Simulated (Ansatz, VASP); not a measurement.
# KCl in VASP and in Ansatz

Contents of INCAR:

```
SYSTEM = KCl
ALGO = Normal ; EDIFF = 1E-7
ENCUT = 520 ; GGA = PS
ISIF = 2 ; ISMEAR = 0
LASPH = .True. ; LCHARG = .False.
LREAL = .False. ; LWAVE = .False.
NBANDS = 24 ; NELM = 60
PREC = Accurate ; SIGMA = 0.05
```

File KPOINTS:

```
k-points
0
Gamma
  6 6 6
  0 0 0
```

The input POSCAR:

```
KCl
1.0
    0.0000000000     -3.1207041401     -3.1207041401
   -3.1207041401      0.0000000000     -3.1207041401
    3.1207041401      3.1207041401     -6.2414082803
K Cl
2 2
Direct
    0.4492838711      0.5840407161      0.4934919065
    0.0897646902      0.9029430968     -0.0065080935
    0.7284663983      0.7571778672      0.7571778672
    0.2284663983      0.2571778672      0.2571778672
```

Input for Ansatz:

```yaml
crystal:
  lattice:
    - [0.0, -3.1207041401, -3.1207041401]
    - [-3.1207041401, 0.0, -3.1207041401]
    - [3.1207041401, 3.1207041401, -6.2414082803]
  atoms:
    - { symbol: K, position: [0.4492838711, 0.5840407161, 0.4934919065] }
    - { symbol: K, position: [0.0897646902, 0.9029430968, -0.0065080935] }
    - { symbol: Cl, position: [0.7284663983, 0.7571778672, 0.7571778672] }
    - { symbol: Cl, position: [0.2284663983, 0.2571778672, 0.2571778672] }
basis:
  ecutwfc: 420
kpoints:
  mp_grid: { grid: [6, 6, 6] }
hamiltonian:
  xc: pbesol
scf:
  occupations: { method: gaussian, width: 0.05 }
output:
  forces: true
  stress: true
  eigenvalues: true
```

Change from the starting cell: mode 4 frozen in at -0.363 Å and mode 9 at -0.090 Å (largest displacements).

Alike in both runs: task single point; functional PBEsol; k mesh 6 × 6 × 6; occupations gaussian, width 0.05 eV; no spin polarisation.

|  | VASP | Ansatz |
| --- | --- | --- |
| version | VASP 6.6.1 | Ansatz 0.2.0 |
| potentials or method | VASP PAW PBE potentials, release 64 (K_sv, Cl), cutoff 520 eV | scalar-relativistic, plane waves, PAW |
| valence electrons in the cell | 32 | 32 |

```csv
,VASP,Ansatz,Ansatz less VASP
gap on the k mesh at the Fermi level (eV),5.11,5.11,+0.004
least direct gap on the mesh (eV),5.11,5.11,+0.004
pressure (GPa),1.4,1.3,-0.07
"traceless stress, the component that is largest in VASP (GPa)",-1.35,-1.33,+0.028
rms of the force components (eV/Å),0.350,0.342,-0.0072
```

VASP's potentials were made for PBE, not for PBEsol. Atom by atom the forces differ by 0.007 eV/Å (rms over components). With one functional, cell and mesh, what is left measures potentials, basis and numerics.
